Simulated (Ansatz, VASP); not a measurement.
## Al2RuCN2: VASP beside Ansatz

```
CELL_PARAMETERS angstrom
3.24514 0.00000 0.00000
0.00000 3.24514 0.00000
0.00000 0.00000 5.69998
ATOMIC_POSITIONS crystal
Al 0.50000 0.50000 0.75311
Al 0.50000 0.50000 0.24689
Ru 0.00000 0.00000 0.00000
C 0.00000 0.00000 0.50000
N 0.00000 0.50000 0.50000
N 0.50000 0.00000 0.50000
```

Change from the starting cell: species swapped into the Sr2CoSeO2 type (P4/mmm, No. 123).

Alike in both runs: functional PBE; k mesh 6 × 6 × 4; occupations gaussian, width 0.1 eV; collinear spin.

Ansatz relaxed the structure, and its values are those at the end. VASP's run is a single point on that final structure, the one shown.

```csv
,VASP,Ansatz
version,VASP 6.6.1,Ansatz 0.2.0
potentials or method,"VASP PAW PBE potentials, release 64 (Al, Ru_pv, C, N), cutoff 520 eV","scalar-relativistic, plane waves, PAW"
valence electrons in the cell,34,36
```

Ansatz gave:

```
gap on the k mesh at the Fermi level (eV) : none
pressure (GPa)                            : 0.1
rms of the force components (eV/Å)        : 0.007
net moment per atom (μB)                  : 0.00
```

Problem. What did VASP give for the same quantities?

Solution. gap on the k mesh at the Fermi level (eV): none; pressure (GPa): 0.1; rms of the force components (eV/Å): 0.005; net moment per atom (μB): 0.00.

A gap of «none» marks a metal or a gap that the smearing closes. VASP's potentials hold 34 valence electrons a cell and Ansatz's 36, so a difference there can come from the potentials and not from the codes. Ansatz's warnings: seeded moment not kept.
